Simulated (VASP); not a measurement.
**Ag: single point with revPBE+D3(BJ)**

Ag:

```
CELL_PARAMETERS angstrom
0.00000 2.08281 2.08281
2.08281 0.00000 2.08281
2.08281 2.08281 0.00000
ATOMIC_POSITIONS crystal
Ag 0.00000 0.00000 0.00000
```

This cell differs from its parent crystal: volume scaled by 1.06.

```json
{
  "Program": "VASP 6.6.1",
  "Task": "single point",
  "Functional": "revPBE",
  "Dispersion": "D3(BJ)",
  "Potentials or basis": "VASP PAW PBE potentials, release 64 (Ag)",
  "Cutoff": "520 eV",
  "k mesh": "8 × 8 × 8",
  "Occupations": "fermi-dirac, width 0.01 eV",
  "Spin": "non-collinear spin, zero start, spin-orbit coupling",
  "Starting moments": "[[0.0, 0.0, 0.0]] μB"
}
```

- Pressure: -7.5 GPa
- Net moment: 0.00 μB per cell
- Valence electrons inside the program's atomic spheres: Ag 9.83
- Dispersion energy per atom: -1.061 eV

Moments on the atoms (μB; x, y, z):
```
Ag  0.00 0.00 0.00
```

Run time: 23 s on 1 thread of Intel(R) Xeon(R) Platinum 8375C CPU @ 2.90GHz (Ice Lake) (shared host), peak memory 0.2 GiB.

Caveat: the PAW data sets were made with another functional, which shifts forces and pressure a little.
